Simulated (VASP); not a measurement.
Si4Mo2S: single point with PBE

System: Si4Mo2S, a slab with vacuum.

```
CELL_PARAMETERS angstrom
3.21697 0.00000 0.00000
0.00000 3.21697 0.00000
0.00000 0.00000 21.87880
ATOMIC_POSITIONS crystal
Si 0.00000 0.00000 0.18283
Si 0.00000 0.00000 0.30151
Si 0.50000 0.50000 0.35937
Si 0.50000 0.50000 0.47438
Mo 0.50000 0.50000 0.24217
Mo 0.00000 0.00000 0.41929
S 0.62500 0.62500 0.56606
```

- Program: VASP 6.6.1
- Task: single point
- Functional: PBE
- Potentials or basis: VASP PAW PBE potentials, release 64 (Si, Mo_sv, S)
- Cutoff: 520 eV
- k mesh: 8 × 8 × 1
- Occupations: gaussian, width 0.1 eV
- Spin: no spin polarisation

```yaml
Largest_force: 1.068 eV/Å
Band_gap_on_the_k_mesh: zero (bands 25 and 26 overlap by 0.60 eV)
```

Forces in eV/Å, atoms in the order of the input:
```
Si  -0.003 -0.003  0.603
Si   0.005  0.005 -0.494
Si   0.005  0.005 -0.141
Si  -0.008 -0.008  1.068
Mo   0.004  0.004 -0.150
Mo   0.163  0.163 -0.844
S   -0.166 -0.166 -0.042
```

Levels at points of the mesh, in eV from the Fermi level:
```tsv
k point	band 23	band 24	band 25	band 26	band 27	band 28
(0.00, 0.00, 0.00)	0.05	0.15	0.44	0.64	0.97	1.27
(0.50, 0.00, 0.00)	-0.60	-0.32	-0.25	-0.16	0.63	2.30
(0.50, 0.50, 0.00)	-1.83	-1.37	-1.35	0.34	1.13	2.36
```

Run time: 6.4 min on 1 thread of Oxide Virtual Turin-like Processor (shared host), peak memory 0.35 GiB.
